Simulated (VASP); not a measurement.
Here is a VASP 6.6.1 calculation.

File INCAR:

```
SYSTEM = P
PREC = Accurate ; ENCUT = 600
EDIFF = 1E-6 ; ISMEAR = -1
SIGMA = 0.05 ; LREAL = .False.
LASPH = .True. ; NELM = 60
ALGO = Normal ; ISIF = 3
LWAVE = .False. ; LCHARG = .False.
GGA = B5 ; ALDAX = 1.0
AGGAX = 1.0 ; AGGAC = 1.0
ALDAC = 0.0 ; IVDW = 12
VDW_S6 = 1.0 ; VDW_S8 = 2.6996
VDW_A1 = 0.4298 ; VDW_A2 = 4.2359
IBRION = 2 ; NSW = 80
EDIFFG = -0.02
```

Contents of KPOINTS:

```
Automatic mesh
0
Gamma
  6 6 6
  0 0 0
```

File POSCAR:

```
P
1.0
    3.7102200000      0.0000000000      0.0000000000
    2.1048557821      3.0553747045      0.0000000000
    2.1048557821      1.1059396909      2.8481945132
P
2
Direct
    0.2270800000      0.2270800000      0.2270800000
    0.7729200000      0.7729200000      0.7729200000
```

Potentials or basis: VASP PAW PBE potentials, release 64 (P).

Command:

```bash
$ cat potpaw_PBE.64/P/POTCAR > POTCAR
$ mpirun -np 1 vasp_std > vasp.out
```

Task: What does it give for the space group after relaxing (to 0.1 Å)?

Result: R-3m (No. 166).

Task: Predict the band gap on the k mesh.

Result: Zero (bands 5 and 6 overlap by 0.59 eV).

Task: Estimate the dispersion energy per atom.

Result: -0.935 eV.

Step by step:
```tsv
step	energy change (eV)	largest force (eV/Å)	pressure (GPa)	volume (Å³)
1	0.0000	0.1027	0.35	32.29
2	-0.0017	0.0323	0.06	32.45
3	-0.0019	0.0012	-0.07	32.52
```

Caveat: the k points lie up to 0.37 Å⁻¹ apart in the final cell, too coarse for converged energies and pressures of a metal; the PAW data sets were made with another functional, which shifts forces and pressure a little.
